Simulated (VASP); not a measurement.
# Be2C (Fm-3m) in VASP: further runs

Runs on Be2C. Level: r2SCAN. Tasks: single point.

Everything below comes from runs of VASP 6.6.1. Logs are shortened: lines on timing, memory, paths and dates and some standing lists are left out, and cuts for length are marked.

## (1) The cell of the first run

The structure is cubic, space group Fm-3m (No. 225). Conventional cell: a = 4.335 Å, b = 4.335 Å, c = 4.335 Å, α = 90.00°, β = 90.00°, γ = 90.00°. Be (site symmetry -43m) has 4 C at 1.88 Å and 6 Be at 2.17 Å within 2.5 Å. C (site symmetry m-3m) has 8 Be at 1.88 Å within 2.5 Å.

## (2) Single point, r2SCAN

File POSCAR:

```
Be2C
1.0
    2.1675252765      2.1675252765      0.0000000000
   -2.1675252765      2.1675252765      0.0000000000
    0.0000000000      2.1675252765      2.1675252765
Be C
2 1
Direct
    0.2500000000      0.7500000000      0.5000000000
    0.7500000000      0.2500000000      0.5000000000
    0.0000000000      0.0000000000      0.0000000000
```

File INCAR.step1:

```
PREC = Accurate ; ENCUT = 660
ISMEAR = 0 ; SIGMA = 0.01
LREAL = False ; LASPH = True
NELM = 120 ; NBANDS = 11
GGA = PE ; ALGO = Normal
EDIFF = 1E-5 ; LWAVE = True
LCHARG = False ; GGA_COMPAT = False
```

File INCAR.step2:

```
PREC = Accurate ; ENCUT = 660
EDIFF = 1E-6 ; ISMEAR = 0
SIGMA = 0.01 ; LREAL = False
LASPH = True ; NELM = 120
ALGO = Normal ; ISIF = 2
LWAVE = False ; LCHARG = False
METAGGA = R2SCAN ; LMIXTAU = True
NBANDS = 11 ; ISTART = 1
GGA_COMPAT = False
```

File KPOINTS:

```
Automatic mesh
0
Gamma
  10 10 10
```

Potentials or basis: VASP PAW PBE potentials, release 64 (Be, C).

Run with:

```console
> cat potpaw_PBE.64/Be/POTCAR potpaw_PBE.64/C/POTCAR > POTCAR
> cp INCAR.step1 INCAR
> mpirun -np 1 vasp_std > vasp.out
> cp INCAR.step2 INCAR
> mpirun -np 1 vasp_std > vasp.out
```

OUTCAR:

```text
PREC = Accurate
   ENCUT = 660
   EDIFF = 1E-6
   ISMEAR = 0
   LREAL = False
   LASPH = True
   NELM = 120
   ISIF = 2
   METAGGA = R2SCAN
   ISTART = 1

 ion  position               nearest neighbor table
   1  0.250  0.750  0.500-   3 1.88   3 1.88   3 1.88   3 1.88   2 2.17   2 2.17   2 2.17   2 2.17
                             2 2.17   2 2.17
   2  0.750  0.250  0.500-   3 1.88   3 1.88   3 1.88   3 1.88   1 2.17   1 2.17   1 2.17   1 2.17
                             1 2.17   1 2.17
   3  0.000  0.000  0.000-   2 1.88   1 1.88   1 1.88   2 1.88   1 1.88   2 1.88   2 1.88   1 1.88

  LATTYP: Found a face centered cubic cell.
 ALAT       =     4.3350505530

  Lattice vectors:

 A1 = (   0.0000000000,   2.1675252765,   2.1675252765)
 A2 = (   2.1675252765,   0.0000000000,   2.1675252765)
 A3 = (   2.1675252765,   2.1675252765,   0.0000000000)

Analysis of symmetry for initial positions (statically):
=====================================================================
 Subroutine PRICEL returns:
 Original cell was already a primitive cell.

 Routine SETGRP: Setting up the symmetry group for a
 face centered cubic supercell.

 Subroutine GETGRP returns: Found 48 space group operations
 (whereof 48 operations were pure point group operations)
 out of a pool of 48 trial point group operations.

The static configuration has the point symmetry O_h .

Analysis of symmetry for dynamics (positions and initial velocities):
=====================================================================
 Subroutine PRICEL returns:
 Original cell was already a primitive cell.

 Routine SETGRP: Setting up the symmetry group for a
 face centered cubic supercell.

 Subroutine GETGRP returns: Found 48 space group operations
 (whereof 48 operations were pure point group operations)
 out of a pool of 48 trial point group operations.

The dynamic configuration has the point symmetry O_h .

 Subroutine INISYM returns: Found 48 space group operations
 (whereof 48 operations are pure point group operations),
 and found     1 'primitive' translations

----------------------------------------------------------------------------------------

                                     Primitive cell

  volume of cell :      20.3668

  direct lattice vectors                    reciprocal lattice vectors
     2.167525277  2.167525277  0.000000000     0.230677817  0.230677817 -0.230677817
    -2.167525277  2.167525277  0.000000000    -0.230677817  0.230677817 -0.230677817
     0.000000000  2.167525277  2.167525277     0.000000000  0.000000000  0.461355635

  length of vectors
     3.065343643  3.065343643  3.065343643     0.399545700  0.399545700  0.461355635

  position of ions in fractional coordinates (direct lattice)
     0.250000000  0.750000000  0.500000000
     0.750000000  0.250000000  0.500000000
     0.000000000  0.000000000  0.000000000

  ion indices of the primitive-cell ions
   primitive index   ion index
                 1           1
                 2           2
                 3           3

----------------------------------------------------------------------------------------

 KPOINTS: Automatic mesh

Automatic generation of k-mesh.
 Grid dimensions read from file:
 generate k-points for:   10   10   10

 Generating k-lattice:

  Cartesian coordinates                     Fractional coordinates (reciprocal lattice)
     0.023067782  0.023067782 -0.023067782     0.100000000  0.000000000  0.000000000
    -0.023067782  0.023067782 -0.023067782     0.000000000  0.100000000  0.000000000
     0.000000000  0.000000000  0.046135563     0.000000000  0.000000000  0.100000000

  Length of vectors
     0.039954570  0.039954570  0.046135563

  Shift w.r.t. Gamma in fractional coordinates (k-lattice)
     0.000000000  0.000000000  0.000000000

 Subroutine IBZKPT returns following result:
 ===========================================

 Found     47 irreducible k-points:

 Following reciprocal coordinates:
            Coordinates               Weight
  0.000000  0.000000  0.000000      1.000000
  0.100000  0.000000  0.000000      8.000000
  0.200000  0.000000  0.000000      8.000000
  0.300000  0.000000  0.000000      8.000000
  0.400000  0.000000  0.000000      8.000000
  0.500000  0.000000  0.000000      4.000000
[... 16 lines left out ...]
  0.300000  0.300000  0.000000     12.000000
  0.400000  0.300000  0.000000     24.000000
 [... further k-points ...]
   k-points           NKPTS =     47   k-points in BZ     NKDIM =     47   number of bands    NBANDS=     11
   number of dos      NEDOS =    301   number of ions     NIONS =      3
   total plane-waves  NPLWV =  21952
   dimension x,y,z NGX =    28 NGY =   28 NGZ =   28
   dimension x,y,z NGXF=    56 NGYF=   56 NGZF=   56
   ions per type =               2   1
   NGX,Y,Z   is equivalent  to a cutoff of  15.19, 15.19, 15.19 a.u.
   NGXF,Y,Z  is equivalent  to a cutoff of  30.37, 30.37, 30.37 a.u.
 SYSTEM =  unknown system
   PREC   = accura    normal or accurate (medium, high low for compatibility)
   ISTART =      1    job   : 0-new  1-cont  2-samecut
   ICHARG =      0    charge: 1-file 2-atom 10-const
   ISPIN  =      1    spin polarized calculation?
   LNONCOLLINEAR =      F non collinear calculations
   LSORBIT =      F    spin-orbit coupling
   LASPH  =      T    aspherical Exc in radial PAW
   ENCUT  =  660.0 eV  48.51 Ry    6.96 a.u.   6.42  6.42  6.42*2*pi/ulx,y,z
   NELM   =    120;   NELMIN=  2; NELMDL=  0     # of ELM steps
   EDIFF  = 0.1E-05   stopping-criterion for ELM
   LREAL  =      F    real-space projection
   EDIFFG = 0.1E-04   stopping-criterion for IOM
   NSW    =      0    number of steps for IOM
   IBRION =     -1    ionic relax: 0-MD 1-quasi-New 2-CG
   NFREE  =      0    steps in history (QN), initial steepest desc. (CG)
   ISIF   =      2    stress and relaxation
   ISYM   =      2    0-nonsym 1-usesym 2-fastsym
   POTIM  = 0.5000    time-step for ionic-motion
   TEBEG  =    0.0;   TEEND  =   0.0 temperature during run
   PSTRESS=    0.0 pullay stress
   NELECT =       8.0000    total number of electrons
   NUPDOWN=      -1.0000    fix difference up-down
   EMIN   =  10.00;   EMAX   =-10.00  energy-range for DOS
   EFERMI =   0.00;   METHOD = LEGACY
   ISMEAR =     0;   SIGMA  =   0.01  broadening in eV -4-tet -1-fermi 0-gaus
   EFERMI_NEDOS =   21; number of points for ismear=-14 and -15
   IALGO  =     38    algorithm
   IMIX   =      4    mixing-type and parameters
     AMIX     =   0.40;   BMIX     =  1.00
     AMIX_MAG =   1.60;   BMIX_MAG =  1.00
  volume/ion in A,a.u.               =       6.79        45.81
  Fermi-wavevector in a.u.,A,eV,Ry     =   1.198940  2.265667 19.557780  1.437456
  Thomas-Fermi vector in A             =   2.334815
   LORBIT       =      0    0 simple, 1 ext, 2 COOP (PROOUT), +10 PAW based schemes
   METAGGA = R2SCAN    functional components
   LHFCALC =     F    Hartree Fock is set to
   AEXX    =    0.0000 exact exchange contribution
   IVDW    =     0    specifies the selected vdW correction
   LEPSILON=     F    determine dielectric tensor
   LRPA    =     F    only Hartree local field effects (RPA)
 non-spin polarized calculation
 Gauss-broadening in eV      SIGMA  =   0.01
  energy-cutoff  :      660.00
  volume of cell :       20.37
 maximum number of plane-waves:       801
 NGX is ok and might be reduce to    28
   NGX = 13   NGY = 13   NGZ = 13

 number of electron       8.0000000 magnetization

 Free energy of the ion-electron system (eV)
  ---------------------------------------------------
  ext. energy  EPLUGINS =         0.00000000
  ---------------------------------------------------
  free energy    TOTEN  =       -19.47594826 eV

  energy without entropy =      -19.47594826  energy(sigma->0) =      -19.47594826

 E-fermi :   7.7880     XC(G=0): -12.0056

 val. band max:        7.6758641163   @ k =   0.0000   0.0000   0.0000
 cond. band min:       9.1971719733   @ k =   0.5000   0.5000   0.0000
 fundamental gap:      1.5213078570
 Fermi energy:         7.7879846732

 k-point     1 :       0.0000    0.0000    0.0000
  band No.  band energies     occupation
      1      -8.2291      2.00000
      2       7.6759      2.00000
      3       7.6759      2.00000
      4       7.6759      2.00000
      5      12.2846      0.00000
      6      12.2846      0.00000
      7      12.2846      0.00000
      8      15.0244      0.00000
      9      22.0238      0.00000
     10      22.0238      0.00000
     11      22.0238      0.00000

 k-point     2 :       0.1000    0.0000    0.0000
  band No.  band energies     occupation
      1      -8.0617      2.00000
      2       6.3141      2.00000
      3       7.3681      2.00000
      4       7.3681      2.00000
      5      12.7445      0.00000
      6      12.7445      0.00000
      7      13.1270      0.00000
      8      15.4524      0.00000
      9      20.7310      0.00000
     10      20.7310      0.00000
     11      22.3889      0.00000

 k-point     3 :       0.2000    0.0000    0.0000
  band No.  band energies     occupation
      1      -7.5669      2.00000
      2       3.8828      2.00000
      3       6.7663      2.00000
      4       6.7663      2.00000
      5      13.5257      0.00000
      6      13.5257      0.00000
      7      14.0422      0.00000
      8      16.5716      0.00000
      9      19.6924      0.00000
     10      19.6924      0.00000
     11      23.4224      0.00000
[... 267 lines left out ...]
 k-point    23 :       0.3000    0.3000    0.0000
  band No.  band energies     occupation
      1      -4.8946      2.00000
      2       0.2114      2.00000
      3       1.9215      2.00000
      4       4.6520      2.00000
      5      12.6009      0.00000
      6      17.9556      0.00000
      7      18.0897      0.00000
      8      18.4354      0.00000
      9      19.8835      0.00000
     10      20.9424      0.00000
     11      26.4619      0.00000

 k-point    24 :       0.4000    0.3000    0.0000
  band No.  band energies     occupation
      1      -4.4948      2.00000
      2      -0.0163      2.00000
      3       1.8283      2.00000
      4       3.9388      2.00000
      5      11.8793      0.00000
      6      17.6966      0.00000
      7      18.3963      0.00000
      8      19.1983      0.00000
      9      21.1431      0.00000
     10      21.6142      0.00000
     11      26.4636      0.00000

 [... further k-points ...]
[... 5 lines left out ...]
  --------------------------------------------------------------------------------------
  -------------------------------------------------------------------------------------
  Total       -0.1487876     -0.1487876     -0.1487876      0.0000000      0.0000000      0.0000000
  in kB      -11.7045530    -11.7045530    -11.7045530      0.0000000      0.0000000      0.0000000
  external PRESSURE =     -11.7045530 kB  Pullay stress =       0.0000000 kB

 VOLUME and BASIS-vectors are now :
 -----------------------------------------------------------------------------
  energy-cutoff  :      660.00
  volume of cell :       20.37
      direct lattice vectors                 reciprocal lattice vectors
     2.167525277  2.167525277  0.000000000     0.230677817  0.230677817 -0.230677817
    -2.167525277  2.167525277  0.000000000    -0.230677817  0.230677817 -0.230677817
     0.000000000  2.167525277  2.167525277     0.000000000  0.000000000  0.461355635

 POSITION                                       TOTAL-FORCE (eV/Angst)
 -----------------------------------------------------------------------------------
     -1.08376      3.25129      1.08376        -0.000000      0.000000      0.000000
      1.08376      3.25129      1.08376         0.000000      0.000000      0.000000
      0.00000      0.00000      0.00000         0.000000     -0.000000      0.000000
 -----------------------------------------------------------------------------------
    total drift:                                0.000000      0.000000     -0.000000

  FREE ENERGIE OF THE ION-ELECTRON SYSTEM (eV)
  ---------------------------------------------------
  free  energy   TOTEN  =       -19.4759482645 eV

  energy  without entropy=      -19.4759482645  energy(sigma->0) =      -19.47594826
```

Wall time 84 s (1 thread of Intel Xeon 8259CL, shared host); peak memory 0.16 GiB.

What came out:

```yaml
Free_energy: -19.4759 eV
Pressure: -1.2 GPa
Band_gap_on_the_k_mesh: 1.52 eV (least direct gap 4.61 eV)
```

Caveat: the PAW data sets were made with another functional, which shifts forces and pressure a little.

## (3) Single point, r2SCAN

This run uses another cell than the first one, of 6.72 Å³/atom.

File POSCAR:

```
Be2C
1.0
    2.1604635391      2.1604635391      0.0000000000
   -2.1604635391      2.1604635391      0.0000000000
    0.0000000000      2.1604635391      2.1604635391
Be C
2 1
Direct
    0.2500000000      0.7500000000      0.5000000000
    0.7500000000      0.2500000000      0.5000000000
    0.0000000000      0.0000000000      0.0000000000
```

File INCAR.step1:

```
ALGO = Normal
EDIFF = 1E-5
ENCUT = 660
GGA = PE
GGA_COMPAT = False
ISMEAR = -1
LASPH = True
LCHARG = False
LREAL = False
LWAVE = True
NBANDS = 11
NELM = 120
PREC = Accurate
SIGMA = 0.1
```

File INCAR.step2:

```
ALGO = Normal
EDIFF = 1E-6
ENCUT = 660
GGA_COMPAT = False
ISIF = 2
ISMEAR = -1
ISTART = 1
LASPH = True
LCHARG = True
LELF = True
LMIXTAU = True
LREAL = False
LVHAR = True
LWAVE = False
METAGGA = R2SCAN
NBANDS = 11
NELM = 120
PREC = Accurate
SIGMA = 0.1
```

File KPOINTS:

```
k-points
0
Gamma
  14 14 14
```

Potentials or basis: VASP PAW PBE potentials, release 64 (Be, C).

Run with:

```console
> cat potpaw_PBE.64/Be/POTCAR potpaw_PBE.64/C/POTCAR > POTCAR
> cp INCAR.step1 INCAR
> mpirun -np 1 vasp_std > vasp.out
> cp INCAR.step2 INCAR
> mpirun -np 1 vasp_std > vasp.out
```

OUTCAR:

```text
EDIFF = 1E-6
   ENCUT = 660
   ISIF = 2
   ISMEAR = -1
   ISTART = 1
   LASPH = True
   LREAL = False
   METAGGA = R2SCAN
   NELM = 120
   PREC = Accurate

 ion  position               nearest neighbor table
   1  0.250  0.750  0.500-   3 1.87   3 1.87   3 1.87   3 1.87   2 2.16   2 2.16   2 2.16   2 2.16
                             2 2.16   2 2.16
   2  0.750  0.250  0.500-   3 1.87   3 1.87   3 1.87   3 1.87   1 2.16   1 2.16   1 2.16   1 2.16
                             1 2.16   1 2.16
   3  0.000  0.000  0.000-   2 1.87   1 1.87   1 1.87   2 1.87   1 1.87   2 1.87   2 1.87   1 1.87

  LATTYP: Found a face centered cubic cell.
 ALAT       =     4.3209270782

  Lattice vectors:

 A1 = (   0.0000000000,   2.1604635391,   2.1604635391)
 A2 = (   2.1604635391,   0.0000000000,   2.1604635391)
 A3 = (   2.1604635391,   2.1604635391,   0.0000000000)

Analysis of symmetry for initial positions (statically):
=====================================================================
 Subroutine PRICEL returns:
 Original cell was already a primitive cell.

 Routine SETGRP: Setting up the symmetry group for a
 face centered cubic supercell.

 Subroutine GETGRP returns: Found 48 space group operations
 (whereof 48 operations were pure point group operations)
 out of a pool of 48 trial point group operations.

The static configuration has the point symmetry O_h .

Analysis of symmetry for dynamics (positions and initial velocities):
=====================================================================
 Subroutine PRICEL returns:
 Original cell was already a primitive cell.

 Routine SETGRP: Setting up the symmetry group for a
 face centered cubic supercell.

 Subroutine GETGRP returns: Found 48 space group operations
 (whereof 48 operations were pure point group operations)
 out of a pool of 48 trial point group operations.

The dynamic configuration has the point symmetry O_h .

 Subroutine INISYM returns: Found 48 space group operations
 (whereof 48 operations are pure point group operations),
 and found     1 'primitive' translations

[... 121 lines left out ...]
   METAGGA = R2SCAN    functional components
   LHFCALC =     F    Hartree Fock is set to
   AEXX    =    0.0000 exact exchange contribution
   IVDW    =     0    specifies the selected vdW correction
   LEPSILON=     F    determine dielectric tensor
   LRPA    =     F    only Hartree local field effects (RPA)
 non-spin polarized calculation
  energy-cutoff  :      660.00
  volume of cell :       20.17
 maximum number of plane-waves:       793
 NGX is ok and might be reduce to    28
   NGX = 13   NGY = 13   NGZ = 13

 number of electron       8.0000000 magnetization

 Free energy of the ion-electron system (eV)
  ---------------------------------------------------
  ext. energy  EPLUGINS =         0.00000000
  ---------------------------------------------------
  free energy    TOTEN  =       -19.47593688 eV

  energy without entropy =      -19.47593235  energy(sigma->0) =      -19.47593461

 E-fermi :   8.5841     XC(G=0): -12.0468

 val. band max:        7.7699535555   @ k =   0.0000   0.0000   0.0000
 cond. band min:       9.2962745348   @ k =   0.5000   0.5000   0.0000
 fundamental gap:      1.5263209793
 Fermi energy:         8.5840883522

 k-point     1 :       0.0000    0.0000    0.0000
  band No.  band energies     occupation
      1      -8.2090      2.00000
      2       7.7700      1.99942
      3       7.7700      1.99942
      4       7.7700      1.99942
      5      12.3986      0.00000
      6      12.3986      0.00000
      7      12.3986      0.00000
      8      15.2340      0.00000
      9      22.1973      0.00000
     10      22.1973      0.00000
     11      22.1973      0.00000
[... 309 lines left out ...]
 k-point    24 :       0.2857    0.1429    0.0000
  band No.  band energies     occupation
      1      -6.1672      2.00000
      2       1.0038      2.00000
      3       4.2421      2.00000
      4       6.1982      2.00000
      5      13.9414      0.00000
      6      14.5581      0.00000
      7      16.0586      0.00000
      8      17.9827      0.00000
      9      18.6737      0.00000
     10      23.9320      0.00000
     11      25.7550      0.00000

 [... further k-points ...]
[... 5 lines left out ...]
  --------------------------------------------------------------------------------------
  -------------------------------------------------------------------------------------
  Total        0.1042402      0.1042402      0.1042402     -0.0000000     -0.0000000      0.0000000
  in kB        8.2808532      8.2808532      8.2808532     -0.0000000     -0.0000000      0.0000000
  external PRESSURE =       8.2808532 kB  Pullay stress =       0.0000000 kB

 VOLUME and BASIS-vectors are now :
 -----------------------------------------------------------------------------
  energy-cutoff  :      660.00
  volume of cell :       20.17
      direct lattice vectors                 reciprocal lattice vectors
     2.160463539  2.160463539  0.000000000     0.231431816  0.231431816 -0.231431816
    -2.160463539  2.160463539  0.000000000    -0.231431816  0.231431816 -0.231431816
     0.000000000  2.160463539  2.160463539     0.000000000  0.000000000  0.462863632

 POSITION                                       TOTAL-FORCE (eV/Angst)
 -----------------------------------------------------------------------------------
     -1.08023      3.24070      1.08023        -0.000000     -0.000000     -0.000000
      1.08023      3.24070      1.08023         0.000000      0.000000      0.000000
      0.00000      0.00000      0.00000         0.000000     -0.000000      0.000000
 -----------------------------------------------------------------------------------
    total drift:                                0.000000      0.000000     -0.000000

  FREE ENERGIE OF THE ION-ELECTRON SYSTEM (eV)
  ---------------------------------------------------
  free  energy   TOTEN  =       -19.4759368764 eV

  energy  without entropy=      -19.4759323514  energy(sigma->0) =      -19.47593461
```

Wall time 3.2 min (1 thread of Intel Xeon 8259CL, shared host); peak memory 0.18 GiB.

Results:

* Free energy: -19.4759 eV
* Pressure: 0.8 GPa
* Band gap on the k mesh: 1.53 eV (least direct gap 4.63 eV)

Caveat: the PAW data sets were made with another functional, which shifts forces and pressure a little. A k mesh can miss the band edges.
